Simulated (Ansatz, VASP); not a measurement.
TiO: VASP beside Ansatz

The input INCAR:

```
SYSTEM = TiO
ALGO = Normal
EDIFF = 1E-6
ENCUT = 520
GGA = PS
ISIF = 2
ISMEAR = 0
LASPH = .TRUE.
LCHARG = .FALSE.
LREAL = .FALSE.
LWAVE = .FALSE.
NBANDS = 36
NELM = 80
PREC = Accurate
SIGMA = 0.15
```

Contents of KPOINTS:

```
k-points
0
G
  12 12 16
  0 0 0
```

Contents of POSCAR:

```
TiO
1.0
    4.7105179706      0.0000000000      0.0000000000
   -2.3552589853      4.0794282275      0.0000000000
    0.0000000000      0.0000000000      2.7650684595
Ti O
3 3
Direct
    0.6666666667      0.3333333333      0.5000000000
    0.3333333333      0.6666666667      0.5000000000
    0.0000000000      0.0000000000      0.0000000000
    0.6052948636      0.6052948636      0.0000000000
    0.3947051364      0.0000000000      0.0000000000
    0.0000000000      0.3947051364      0.0000000000
```

Input for Ansatz:

```yaml
crystal:
  lattice:
    - [4.7105179706, 0.0, 0.0]
    - [-2.3552589853, 4.0794282275, 0.0]
    - [0.0, 0.0, 2.7650684595]
  atoms:
    - { symbol: Ti, position: [0.6666666667, 0.3333333333, 0.5] }
    - { symbol: Ti, position: [0.3333333333, 0.6666666667, 0.5] }
    - { symbol: Ti, position: [0.0, 0.0, 0.0] }
    - { symbol: O, position: [0.6052948636, 0.6052948636, 0.0] }
    - { symbol: O, position: [0.3947051364, 0.0, 0.0] }
    - { symbol: O, position: [0.0, 0.3947051364, 0.0] }
basis:
  ecutwfc: 420
kpoints:
  mp_grid: { grid: [12, 12, 16] }
hamiltonian:
  xc: pbesol
scf:
  occupations: { method: gaussian, width: 0.15 }
output:
  forces: true
  stress: true
  eigenvalues: true
  write_density: true
  write_potential: true
  elf: true
  volumetric_format: npy
```

Change from the starting cell: strain -0.050 along x and y, -0.025 along z, atoms carried along.

Alike in both runs: task single point; functional PBEsol; k mesh 12 × 12 × 16; occupations gaussian, width 0.15 eV; no spin polarisation.

```csv
,VASP,Ansatz
version,VASP 6.6.1,Ansatz 0.2.0
potentials or method,"VASP PAW PBE potentials, release 64 (Ti_sv, O), cutoff 520 eV","scalar-relativistic, plane waves, PAW"
valence electrons in the cell,54,54
```

Ansatz gave:

```
gap on the k mesh at the Fermi level (eV)                     : none
pressure (GPa)                                                : 40.9
traceless stress, the component that is largest in VASP (GPa) : -6.82
rms of the force components (eV/Å)                            : 0.280
```

Q: Which values does VASP return?

A: gap on the k mesh at the Fermi level (eV): none; pressure (GPa): 42.1; traceless stress, the component that is largest in VASP (GPa): -6.95; rms of the force components (eV/Å): 0.290.

VASP's potentials were made for PBE, not for PBEsol. Atom by atom the forces differ by 0.010 eV/Å (rms over components). A gap of «none» marks a metal or a gap that the smearing closes. Both programs put the cell under a high pressure, so it lies far from rest at this level. With one functional, cell and mesh, what is left measures potentials, basis and numerics.
